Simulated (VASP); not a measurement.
Input of a VASP 6.6.1 run:

INCAR

```
SYSTEM = BaTiO3
PREC     = Accurate       ! precision mode
ENCUT    = 520            ! plane-wave cutoff, eV
EDIFF    = 1E-6           ! SCF threshold, eV
ISMEAR   = 0              ! smearing method
SIGMA    = 0.02           ! smearing width, eV
LREAL    = .FALSE.        ! projectors in reciprocal space
LASPH    = .TRUE.         ! aspherical terms in the spheres
NELM     = 80             ! most SCF steps
ALGO     = Normal         ! electronic algorithm
ISIF     = 2              ! what is computed and relaxed
LWAVE    = .FALSE.        ! write WAVECAR
LCHARG   = .FALSE.        ! write CHGCAR
GGA      = PE             ! functional
NBANDS   = 28             ! bands
```

Contents of KPOINTS:

```
regular mesh
0
G
  8 8 8
  0 0 0
```

The input POSCAR:

```
BaTiO3
1.0
    3.9641013960      0.0000000000      0.0000000000
    0.0000000000      2.8545162845      2.8701234029
    0.0000000000     -2.8545162845      2.8701234029
Ba Ti O
1 1 3
Direct
    0.0000000000      0.0083011723      0.0083011723
    0.5000000000      0.5229401498      0.5229401498
    0.0000000000      0.4897315641      0.4897315641
    0.5000000000      0.4934957138      0.9817513999
    0.5000000000      0.9817513999      0.4934957138
```

Potentials or basis: VASP PAW PBE potentials, release 64 (Ba_sv, Ti_sv, O).

Run with:

```console
$ cat potpaw_PBE.64/Ba_sv/POTCAR potpaw_PBE.64/Ti_sv/POTCAR potpaw_PBE.64/O/POTCAR > POTCAR
$ mpirun -np 1 vasp_std > vasp.out
```

(1) What does it give for the band gap on the k mesh?

(2) Estimate the largest force.

Answers

(1) 2.20 eV (least direct gap 2.63 eV).

(2) 0.073 eV/Å.

Caveat: spin-orbit coupling is left out, which moves the levels of the heavy elements.
